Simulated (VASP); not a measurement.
Set up this calculation in VASP 6.6.1, as the native input.

```yaml
Task: single point
Functional: PBEsol
Potentials_or_basis: VASP PAW PBE potentials, release 64 (Ni, O)
Cutoff: 600 eV
k_mesh: 9 × 9 × 9
Occupations: gaussian, width 0.05 eV
Spin: collinear spin, ferromagnetic start
Starting_moments: "[1.2, 1.2, 0.23, 0.23] μB"
Dipole_correction: no
Further_INCAR_settings: ALGO = Normal; EDIFF = 1e-06; NBANDS = 28
```

The structure of NiO lies in POSCAR:

```
NiO
1.0
    0.0000000000      2.0913095100      2.0913095100
    2.0913095100      0.0000000000      2.0913095100
    4.1826190200      4.1826190200      0.0000000000
Ni O
2 2
Direct
    0.0000000000      0.0000000000      0.0000000000
    0.0000000000      0.0000000000      0.5000000000
    0.5000000000      0.5000000000      0.2500000000
    0.5000000000      0.5000000000      0.7500000000
```

These files were run (other wordings do the same):

INCAR

```
SYSTEM = NiO
ALGO     = Normal         ! electronic algorithm
EDIFF    = 1E-6           ! SCF threshold, eV
ENCUT    = 600            ! plane-wave cutoff, eV
GGA      = PS             ! functional
GGA_COMPAT= .False.      
ISIF     = 2              ! what is computed and relaxed
ISMEAR   = 0              ! smearing method
ISPIN    = 2              ! spin polarisation
LASPH    = .True.         ! aspherical terms in the spheres
LCHARG   = .False.        ! write CHGCAR
LMAXMIX  = 4              ! l up to which the mixer works
LORBIT   = 11             ! projections on sites
LREAL    = .False.        ! projectors in reciprocal space
LWAVE    = .False.        ! write WAVECAR
MAGMOM   = 1.2 1.2 0.23 0.23 ! initial moments
NBANDS   = 28             ! bands
NELM     = 200            ! most SCF steps
PREC     = Accurate       ! precision mode
SIGMA    = 0.05           ! smearing width, eV
```

KPOINTS

```
k-points
0
Gamma
  9 9 9
  0 0 0
```

Potentials or basis: VASP PAW PBE potentials, release 64 (Ni, O).

The run is started by

```bash
$ cat potpaw_PBE.64/Ni/POTCAR potpaw_PBE.64/O/POTCAR > POTCAR
$ mpirun -np 1 vasp_std > vasp.out
```

Results of the run:

```
Pressure                                              : -9.1 GPa
Net moment                                            : 2.80 μB per cell
Site moments                                          : Ni +1.16; O +0.20 μB
Valence electrons inside the program's atomic spheres : Ni 9.02; O 4.93
```

Caveat: the cell stands under tension; the PAW data sets were made with another functional, which shifts forces and pressure a little.

Wall time 4.4 min on 1 thread of Oxide Virtual Turin-like Processor (shared host), peak memory 0.26 GiB.
